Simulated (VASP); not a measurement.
# GdN (Fm-3m) in VASP: notebook, part 2 of 3

VASP 6.6.1. Earlier steps stand in the parts before.

## Step 3: Single point, PBE+U, collinear spin, ferrimagnetic start

Input file INCAR:

```
SYSTEM = GdN
ALGO = Normal
EDIFF = 1E-6
ENCUT = 520
GGA = PE
ISIF = 2
ISMEAR = 0
ISPIN = 2
LASPH = .True.
LCHARG = .False.
LDAU = .True.
LDAUJ = 0 0
LDAUL = 3 -1
LDAUPRINT = 1
LDAUTYPE = 2
LDAUU = 6 0
LMAXMIX = 6
LORBIT = 11
LREAL = .False.
LWAVE = .False.
MAGMOM = 7.63 -0.15
NBANDS = 22
NELM = 150
PREC = Accurate
SIGMA = 0.1
```

Input file KPOINTS:

```
k-points
0
Gamma
  14 14 14
  0 0 0
```

Input file POSCAR:

```
GdN
1.0
    0.0000000000      2.5009867481      2.5009867481
    2.5009867481      0.0000000000      2.5009867481
    2.5009867481      2.5009867481      0.0000000000
Gd N
1 1
Direct
    0.5000000000      0.5000000000      0.5000000000
    0.0000000000      0.0000000000      0.0000000000
```

Potentials or basis: VASP PAW PBE potentials, release 64 (Gd, N).

The run is started by

```bash
> cat potpaw_PBE.64/Gd/POTCAR potpaw_PBE.64/N/POTCAR > POTCAR
> mpirun -np 1 vasp_std > vasp.out
```

OUTCAR:

```text
SYSTEM = GdN
   EDIFF = 1E-6
   ENCUT = 520
   GGA = PE
   ISIF = 2
   ISMEAR = 0
   ISPIN = 2
   LASPH = .True.
   LORBIT = 11
   LREAL = .False.
   NELM = 150
   PREC = Accurate

 ion  position               nearest neighbor table
   1  0.500  0.500  0.500-   2 2.50   2 2.50   2 2.50   2 2.50   2 2.50   2 2.50
   2  0.000  0.000  0.000-   1 2.50   1 2.50   1 2.50   1 2.50   1 2.50   1 2.50

  LATTYP: Found a face centered cubic cell.
 ALAT       =     5.0019734962

  Lattice vectors:

 A1 = (   0.0000000000,   2.5009867481,   2.5009867481)
 A2 = (   2.5009867481,   0.0000000000,   2.5009867481)
 A3 = (   2.5009867481,   2.5009867481,   0.0000000000)

Analysis of symmetry for initial positions (statically):
=====================================================================
 Subroutine PRICEL returns:
 Original cell was already a primitive cell.

 Routine SETGRP: Setting up the symmetry group for a
 face centered cubic supercell.

 Subroutine GETGRP returns: Found 48 space group operations
 (whereof 48 operations were pure point group operations)
 out of a pool of 48 trial point group operations.

The static configuration has the point symmetry O_h .

Analysis of symmetry for dynamics (positions and initial velocities):
=====================================================================
 Subroutine PRICEL returns:
 Original cell was already a primitive cell.

 Routine SETGRP: Setting up the symmetry group for a
 face centered cubic supercell.

 Subroutine GETGRP returns: Found 48 space group operations
 (whereof 48 operations were pure point group operations)
 out of a pool of 48 trial point group operations.

The dynamic configuration has the point symmetry O_h .

Analysis of structural, dynamic, and magnetic symmetry:
=====================================================================
 Subroutine PRICEL returns:
 Original cell was already a primitive cell.

 Routine SETGRP: Setting up the symmetry group for a
 face centered cubic supercell.

 Subroutine GETGRP returns: Found 48 space group operations
 (whereof 48 operations were pure point group operations)
[... 163 lines left out ...]
  0.0000 -0.0000  0.0000  0.0101  0.0000  0.0000  0.0000
  0.0000  0.0000 -0.0000  0.0000  0.0059 -0.0000 -0.0033
  0.0000 -0.0000  0.0000  0.0000 -0.0000  0.0034  0.0000
 -0.0000  0.0000 -0.0000  0.0000 -0.0033  0.0000  0.0076

 occupancies and eigenvectors

  o =  0.0004  v =  0.0000  0.0000  0.0000  0.0000  0.0000  0.0000  0.0000 -0.0000  1.0000  0.0000  0.0000 -0.0000  0.0000 -0.0000      0.0000  0.0000  0.0000  0.0000  0.0000  0.0000  0.0000  0.0000  0.0000  0.0000  0.0000  0.0000  0.0000  0.0000
  o =  0.0034  v =  0.0000  0.0000  0.0000  0.0000  0.0000  0.0000  0.0000 -0.6124 -0.0000  0.7906 -0.0000  0.0015 -0.0001  0.0012      0.0000  0.0000  0.0000  0.0000  0.0000  0.0000  0.0000  0.0000  0.0000  0.0000  0.0000  0.0000  0.0000  0.0000
  o =  0.0034  v =  0.0000  0.0000  0.0000  0.0000  0.0000  0.0000  0.0000  0.0012  0.0000 -0.0015 -0.0000  0.7906  0.0001  0.6124      0.0000  0.0000  0.0000  0.0000  0.0000  0.0000  0.0000  0.0000  0.0000  0.0000  0.0000  0.0000  0.0000  0.0000
  o =  0.0034  v =  0.0000  0.0000  0.0000  0.0000  0.0000  0.0000  0.0000 -0.0001 -0.0000  0.0001 -0.0000 -0.0001  1.0000 -0.0000      0.0000  0.0000  0.0000  0.0000  0.0000  0.0000  0.0000  0.0000  0.0000  0.0000  0.0000  0.0000  0.0000  0.0000
  o =  0.0101  v =  0.0000  0.0000  0.0000  0.0000  0.0000  0.0000  0.0000 -0.7906 -0.0000 -0.6124  0.0002  0.0013 -0.0000 -0.0017      0.0000  0.0000  0.0000  0.0000  0.0000  0.0000  0.0000  0.0000  0.0000  0.0000  0.0000  0.0000  0.0000  0.0000
  o =  0.0101  v =  0.0000  0.0000  0.0000  0.0000  0.0000  0.0000  0.0000 -0.0017 -0.0000 -0.0013 -0.0001 -0.6124  0.0000  0.7906      0.0000  0.0000  0.0000  0.0000  0.0000  0.0000  0.0000  0.0000  0.0000  0.0000  0.0000  0.0000  0.0000  0.0000
  o =  0.0101  v =  0.0000  0.0000  0.0000  0.0000  0.0000  0.0000  0.0000 -0.0001  0.0000 -0.0001 -1.0000  0.0000 -0.0000 -0.0001      0.0000  0.0000  0.0000  0.0000  0.0000  0.0000  0.0000  0.0000  0.0000  0.0000  0.0000  0.0000  0.0000  0.0000
  o =  0.9892  v = -0.0000 -1.0000  0.0000  0.0000  0.0000  0.0000  0.0000  0.0000  0.0000  0.0000  0.0000  0.0000  0.0000  0.0000      0.0000  0.0000  0.0000  0.0000  0.0000  0.0000  0.0000  0.0000  0.0000  0.0000  0.0000  0.0000  0.0000  0.0000
  o =  0.9905  v =  0.0001 -0.0000 -0.0001  0.0000  0.0175 -0.9998  0.0135  0.0000  0.0000  0.0000  0.0000  0.0000  0.0000  0.0000      0.0000  0.0000  0.0000  0.0000  0.0000  0.0000  0.0000  0.0000  0.0000  0.0000  0.0000  0.0000  0.0000  0.0000
  o =  0.9905  v = -0.6124  0.0000  0.7906 -0.0000  0.0032 -0.0001  0.0025  0.0000  0.0000  0.0000  0.0000  0.0000  0.0000  0.0000      0.0000  0.0000  0.0000  0.0000  0.0000  0.0000  0.0000  0.0000  0.0000  0.0000  0.0000  0.0000  0.0000  0.0000
  o =  0.9905  v = -0.0025 -0.0000  0.0032  0.0000 -0.7904 -0.0221 -0.6122  0.0000  0.0000  0.0000  0.0000  0.0000  0.0000  0.0000      0.0000  0.0000  0.0000  0.0000  0.0000  0.0000  0.0000  0.0000  0.0000  0.0000  0.0000  0.0000  0.0000  0.0000
  o =  0.9927  v = -0.0002  0.0000 -0.0001  0.9999 -0.0066  0.0000  0.0085  0.0000  0.0000  0.0000  0.0000  0.0000  0.0000  0.0000      0.0000  0.0000  0.0000  0.0000  0.0000  0.0000  0.0000  0.0000  0.0000  0.0000  0.0000  0.0000  0.0000  0.0000
  o =  0.9927  v =  0.0008  0.0000  0.0006 -0.0107 -0.6123 -0.0000  0.7905  0.0000  0.0000  0.0000  0.0000  0.0000  0.0000  0.0000      0.0000  0.0000  0.0000  0.0000  0.0000  0.0000  0.0000  0.0000  0.0000  0.0000  0.0000  0.0000  0.0000  0.0000
  o =  0.9927  v =  0.7906  0.0000  0.6124  0.0002  0.0006  0.0000 -0.0008  0.0000  0.0000  0.0000  0.0000  0.0000  0.0000  0.0000      0.0000  0.0000  0.0000  0.0000  0.0000  0.0000  0.0000  0.0000  0.0000  0.0000  0.0000  0.0000  0.0000  0.0000

 number of electron      23.0000005 magnetization       6.9999700

 Free energy of the ion-electron system (eV)
  ---------------------------------------------------
  ext. energy  EPLUGINS =         0.00000000
  ---------------------------------------------------
  free energy    TOTEN  =       -22.81307869 eV

  energy without entropy =      -22.81280089  energy(sigma->0) =      -22.81293979

 E-fermi :   3.7962     XC(G=0): -11.5282

 val. band max:        3.7946316529   @ k =   0.0714   0.0714   0.0000
 cond. band min:       3.8295340604   @ k =   0.3571   0.3571   0.0000
 fundamental gap:      0.0349024074
 Fermi energy:         3.7962238931

 spin component 1

 k-point     1 :       0.0000    0.0000    0.0000
  band No.  band energies     occupation
      1     -39.9906      1.00000
      2     -16.9849      1.00000
      3     -16.9849      1.00000
      4     -16.9849      1.00000
      5      -9.0849      1.00000
      6      -2.5732      1.00000
[... 1193 lines left out ...]
     21      13.2440      0.00000
     22      19.1709      0.00000

 [... further k-points ...]
[... 5 lines left out ...]
  --------------------------------------------------------------------------------------
  -------------------------------------------------------------------------------------
  Total        0.0593642      0.0593642      0.0593642      0.0000000      0.0000000      0.0000000
  in kB        3.0399808      3.0399808      3.0399808      0.0000000      0.0000000      0.0000000
  external PRESSURE =       3.0399808 kB  Pullay stress =       0.0000000 kB

 VOLUME and BASIS-vectors are now :
 -----------------------------------------------------------------------------
  energy-cutoff  :      520.00
  volume of cell :       31.29
      direct lattice vectors                 reciprocal lattice vectors
     0.000000000  2.500986748  2.500986748    -0.199921091  0.199921091  0.199921091
     2.500986748  0.000000000  2.500986748     0.199921091 -0.199921091  0.199921091
     2.500986748  2.500986748  0.000000000     0.199921091  0.199921091 -0.199921091

 POSITION                                       TOTAL-FORCE (eV/Angst)
 -----------------------------------------------------------------------------------
      2.50099      2.50099      2.50099        -0.000000     -0.000000      0.000000
      0.00000      0.00000      0.00000         0.000000      0.000000      0.000000
 -----------------------------------------------------------------------------------
    total drift:                                0.000000      0.000000      0.000000

  FREE ENERGIE OF THE ION-ELECTRON SYSTEM (eV)
  ---------------------------------------------------
  free  energy   TOTEN  =       -22.8130786899 eV

  energy  without entropy=      -22.8128008856  energy(sigma->0) =      -22.81293979

 total charge

# of ion       s       p       d       f       tot
--------------------------------------------------
    1        2.035   5.667   0.537   6.972  15.211
    2        1.248   2.385   0.000   0.000   3.633
--------------------------------------------------
tot          3.283   8.052   0.537   6.972  18.844

 magnetization (x)

# of ion       s       p       d       f       tot
--------------------------------------------------
    1       -0.006  -0.086   0.070   6.893   6.871
    2       -0.009  -0.103   0.000   0.000  -0.112
--------------------------------------------------
tot         -0.015  -0.189   0.070   6.893   6.759
```

OSZICAR:

```text
N       E                     dE             d eps       ncg     rms          rms(c)
DAV:   1     0.129508471850E+03    0.12951E+03   -0.79533E+03 12786   0.519E+03
DAV:   2    -0.143954496158E+01   -0.13095E+03   -0.11249E+03 12588   0.469E+02
DAV:   3    -0.181781830725E+02   -0.16739E+02   -0.16409E+02 14396   0.114E+02
DAV:   4    -0.203780614974E+02   -0.21999E+01   -0.21867E+01 17258   0.286E+01
DAV:   5    -0.204529794471E+02   -0.74918E-01   -0.74865E-01 14102   0.664E+00    0.400E+01
DAV:   6    -0.230945567384E+02   -0.26416E+01   -0.28156E+01 13820   0.184E+02    0.970E+01
DAV:   7    -0.230058363131E+02    0.88720E-01   -0.28748E+00 14186   0.196E+01    0.764E+01
DAV:   8    -0.227885575356E+02    0.21728E+00   -0.34591E-01 16816   0.128E+01    0.522E+01
DAV:   9    -0.227977683813E+02   -0.92108E-02   -0.46831E-01 14570   0.182E+01    0.167E+01
DAV:  10    -0.228107797758E+02   -0.13011E-01   -0.14663E-01 16152   0.645E+00    0.911E+00
DAV:  11    -0.228126062642E+02   -0.18265E-02   -0.13788E-02 15818   0.136E+00    0.486E+00
DAV:  12    -0.228129846753E+02   -0.37841E-03   -0.25939E-03 14368   0.149E+00    0.131E+00
DAV:  13    -0.228130742452E+02   -0.89570E-04   -0.87187E-04 15220   0.375E-01    0.281E-01
DAV:  14    -0.228130806619E+02   -0.64168E-05   -0.70049E-05 15318   0.103E-01    0.115E-01
DAV:  15    -0.228130772250E+02    0.34370E-05   -0.10019E-05 15246   0.439E-02    0.577E-02
DAV:  16    -0.228130782600E+02   -0.10350E-05   -0.13169E-06 10288   0.135E-02    0.380E-02
DAV:  17    -0.228130786899E+02   -0.42995E-06   -0.31020E-07  6714   0.145E-02
   1 F= -.22813079E+02 E0= -.22812940E+02  d E =-.277804E-03  mag=     7.0000
```

stdout:

```text
POSCAR found type information on POSCAR GdN
 POSCAR found :  2 types and       2 ions
 scaLAPACK will be used
 LDA part: xc-table for (Slater+PW92), standard interpolation
 POSCAR, INCAR and KPOINTS ok, starting setup
 FFT: planning ... GRIDC
 FFT: planning ... GRID_SOFT
 FFT: planning ... GRID
 WAVECAR not read
 entering main loop
```

It took 1.7 min on 1 thread of Intel Xeon 6975P-C (Granite Rapids), shared host; peak memory 0.27 GiB.

Results:

```
Free energy                                           : -22.8131 eV
Pressure                                              : 0.3 GPa
Band gap on the k mesh                                : zero (filled and empty bands overlap)
Net moment                                            : 7.00 μB per cell
Site moments                                          : Gd +6.87; N -0.11 μB
Valence electrons inside the program's atomic spheres : Gd 15.21; N 3.63
```

Eigenvalues of the final occupation matrices:
| site | spin | trace | eigenvalues |
| --- | --- | --- | --- |
| site 1 f | 1 | 6.94 | 0.99 0.99 0.99 0.99 0.99 0.99 0.99 |
| site 1 f | 2 | 0.04 | 0.00 0.00 0.00 0.00 0.01 0.01 0.01 |

Caveat: spin-orbit coupling is left out, which moves the levels of the heavy elements; a cell with one magnetic atom can't hold antiferromagnetic order, which such compounds often take.

(Continued in part 3 of 3.)
